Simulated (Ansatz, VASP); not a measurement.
# Two plane-wave programs on SrB3Rh

```
CELL_PARAMETERS angstrom
2.93032 -2.93949 0.00000
2.93032 2.93949 0.00000
0.00000 0.00000 4.14946
ATOMIC_POSITIONS crystal
Sr 0.00000 0.00000 0.50000
B 0.00000 0.50000 0.00000
B 0.50000 0.00000 0.00000
B 0.50000 0.50000 0.50000
Rh 0.50000 0.50000 0.00000
```

Alike in both runs: functional PBE; k mesh 6 × 6 × 4; occupations gaussian, width 0.1 eV; no spin polarisation.

Ansatz relaxed the structure, and its values are those at the end. VASP's run is a single point on that final structure, the one shown.

|  | VASP | Ansatz |
| --- | --- | --- |
| version | VASP 6.6.1 | Ansatz 0.2.0 |
| potentials or method | VASP PAW PBE potentials, release 64 (Sr_sv, B, Rh_pv), cutoff 520 eV | scalar-relativistic, plane waves, PAW |
| valence electrons in the cell | 34 | 36 |

|  | VASP | Ansatz | Ansatz less VASP |
| --- | --- | --- | --- |
| gap on the k mesh at the Fermi level (eV) | none | none | - |
| pressure (GPa) | 0.1 | -0.1 | -0.16 |

A gap of «none» marks a metal or a gap that the smearing closes. VASP's potentials hold 34 valence electrons a cell and Ansatz's 36, so a difference there can come from the potentials and not from the codes.

The k mesh is coarse, so the values compare programs but aren't converged.
